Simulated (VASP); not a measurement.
Wanted: the native input for a VASP 6.6.1 run.

* Task: single point
* Functional: PBEsol
* Potentials or basis: VASP PAW PBE potentials, release 64 (W_sv, Se)
* Cutoff: 520 eV
* k mesh: 9 × 9 × 2
* Occupations: gaussian, width 0.05 eV
* Spin: no spin polarisation
* Dipole correction: no
* Further INCAR settings: ALGO = Normal; EDIFF = 1e-07; NBANDS = 35

The structure of WSe2 lies in POSCAR:

```
WSe2
1.0
    3.2705808386      0.0000000000      0.0000000000
   -1.6352904193      2.8324060913      0.0000000000
    0.0000000000      0.0000000000     23.9869951139
W Se
2 4
Direct
    0.4974918236      0.3333333333      0.1260867242
    0.3333333333      0.6666666667      0.8623778584
    0.3333333333      0.6666666667      0.2073407565
    0.6666666667      0.3333333333      0.9321940382
    0.3333333333      0.6666666667      0.0678059618
    0.6666666667      0.3333333333      0.7926592435
```

This cell differs from its parent crystal: atom 1 (W) moved by -0.553 Å along [1 0 0] and -0.277 Å along [0 0 1].

One way to write it, as run:

INCAR

```
SYSTEM = WSe2
ALGO = Normal
EDIFF = 1E-7
ENCUT = 520
GGA = PS
ISIF = 2
ISMEAR = 0
LASPH = .True.
LCHARG = .True.
LELF = .True.
LREAL = .False.
LVHAR = .True.
LWAVE = .False.
NBANDS = 35
NELM = 60
PREC = Accurate
SIGMA = 0.05
```

KPOINTS

```
k-points
0
Gamma
  9 9 2
  0 0 0
```

Potentials or basis: VASP PAW PBE potentials, release 64 (W_sv, Se).

The run is started by

```console
$ cat potpaw_PBE.64/W_sv/POTCAR potpaw_PBE.64/Se/POTCAR > POTCAR
$ mpirun -np 1 vasp_std > vasp.out
```

It gave:

```json
{
  "Largest force": "15.512 eV/Å",
  "Band gap on the k mesh": "zero (band 26 reaches 1.72 eV, above the bottom of band 27 at 1.49 eV)"
}
```

Caveat: the cell differs from its parent crystal (atom 1 (W) moved by -0.553 Å along [1 0 0] and -0.277 Å along [0 0 1]); the PAW data sets were made with another functional, which shifts forces and pressure a little; spin-orbit coupling is left out, which moves the levels of the heavy elements.

It took 23 min on 1 thread of Oxide Virtual Turin-like Processor, with other jobs on the host, peak memory 0.65 GiB.
